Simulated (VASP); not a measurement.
Input of a VASP 6.6.1 run:

File INCAR:

```
PREC = Accurate
ENCUT = 700
EDIFF = 1E-6
ISMEAR = 0
SIGMA = 0.1
LREAL = False
LASPH = True
NELM = 120
ALGO = Normal
ISIF = 2
LWAVE = False
LCHARG = False
GGA = PE
NBANDS = 13
GGA_COMPAT = False
```

Contents of KPOINTS:

```
Automatic mesh
0
Gamma
  9 9 8
```

POSCAR

```
Cr
1.0
    2.4973049706      0.0000000000      0.0000000000
   -1.2486524853      2.1627295455      0.0000000000
    0.0000000000      0.0000000000      2.2877652940
Cr
1
Direct
    0.0000000000      0.0000000000      0.0000000000
```

Potentials or basis: VASP PAW PBE potentials, release 64 (Cr_sv).

Run with:

```bash
$ cat potpaw_PBE.64/Cr_sv/POTCAR > POTCAR
$ mpirun -np 1 vasp_std > vasp.out
```

(1) What does it give for the pressure?

(2) Predict the band gap on the k mesh.

Results:

(1) -0.7 GPa.

(2) zero (bands 7 and 8 overlap by 0.72 eV).

Caveat: the run has no spin polarisation, though such a crystal can be magnetic.
